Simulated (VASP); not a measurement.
A run of VASP 6.6.1:

INCAR

```
SYSTEM = LaIr2
  ALGO = Normal
  EDIFF = 1E-6
  ENCUT = 520
  GGA = PS
  ISIF = 2
  ISMEAR = 1
  LASPH = .True.
  LCHARG = .True.
  LELF = .True.
  LREAL = .False.
  LVHAR = .True.
  LWAVE = .False.
  NBANDS = 38
  NELM = 100
  PREC = Accurate
  SIGMA = 0.1
```

The input KPOINTS:

```
k-points
0
Gamma
  6 6 6
  0 0 0
```

Contents of POSCAR:

```
LaIr2
1.0
    0.0000000000      3.8430000000      3.8430000000
    3.8430000000      0.0000000000      3.8430000000
    3.8430000000      3.8430000000      0.0000000000
La Ir
2 4
Direct
    0.0000000000      0.0000000000      0.0000000000
    0.2500000000      0.2500000000      0.2500000000
    0.6250000000      0.6250000000      0.6250000000
    0.1250000000      0.6250000000      0.6250000000
    0.6250000000      0.6250000000      0.1250000000
    0.6250000000      0.1250000000      0.6250000000
```

Potentials or basis: VASP PAW PBE potentials, release 64 (La, Ir).

Run with:

```sh
$ cat potpaw_PBE.64/La/POTCAR potpaw_PBE.64/Ir/POTCAR > POTCAR
$ mpirun -np 1 vasp_std > vasp.out
```

Hardware: 1 thread of AMD EPYC 7R13, on a shared host.

Q: Estimate the wall time of this run.

A: Run time: 2.3 min on 1 thread of AMD EPYC 7R13, with other jobs on the host, peak memory 0.25 GiB. Counts: scf iterations 16, k points 16.
